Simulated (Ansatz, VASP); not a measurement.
## TaN in VASP and in Ansatz

File INCAR:

```
ALGO = Normal
EDIFF = 1E-7
ENCUT = 520
GGA = PS
ISIF = 2
ISMEAR = 0
LASPH = T
LCHARG = T
LELF = T
LREAL = F
LVHAR = T
LWAVE = F
NBANDS = 15
NELM = 80
PREC = Accurate
SIGMA = 0.15
```

File KPOINTS:

```
k-points
0
Gamma
  24 24 24
```

Contents of POSCAR:

```
TaN
1.0
    2.8768196827      0.0000000000      0.0000000000
   -1.4384098414      2.4913989273      0.0000000000
    0.0000000000      0.0000000000      2.9656383601
Ta N
1 1
Direct
    0.3333333333      0.6666666667      0.5000000000
    0.0000000000      0.0000000000      0.0000000000
```

Input for Ansatz:

```yaml
crystal:
  lattice:
    - [2.8768196827, 0.0, 0.0]
    - [-1.4384098414, 2.4913989273, 0.0]
    - [0.0, 0.0, 2.9656383601]
  atoms:
    - { symbol: Ta, position: [0.3333333333, 0.6666666667, 0.5] }
    - { symbol: "N", position: [0.0, 0.0, 0.0] }
basis:
  ecutwfc: 420
kpoints:
  mp_grid: { grid: [24, 24, 24] }
hamiltonian:
  xc: pbesol
scf:
  occupations: { method: gaussian, width: 0.15 }
output:
  forces: true
  stress: true
  eigenvalues: true
```

Alike in both runs: task single point; functional PBEsol; k mesh 24 × 24 × 24; occupations gaussian, width 0.15 eV; no spin polarisation.

|  | VASP | Ansatz |
| --- | --- | --- |
| version | VASP 6.6.1 | Ansatz 0.2.0 |
| potentials or method | VASP PAW PBE potentials, release 64 (Ta_pv, N), cutoff 520 eV | scalar-relativistic, plane waves, PAW |
| valence electrons in the cell | 16 | 18 |

|  | VASP | Ansatz | Ansatz less VASP |
| --- | --- | --- | --- |
| gap on the k mesh at the Fermi level (eV) | none | none | - |
| pressure (GPa) | 0.0 | -0.9 | -0.83 |
| traceless stress, the component that is largest in VASP (GPa) | -20.86 | -20.98 | -0.117 |

VASP's potentials were made for PBE, not for PBEsol. A gap of «none» marks a metal or a gap that the smearing closes. VASP's potentials hold 16 valence electrons a cell and Ansatz's 18, so a difference there can come from the potentials and not from the codes.

Neither program's run includes spin-orbit coupling.
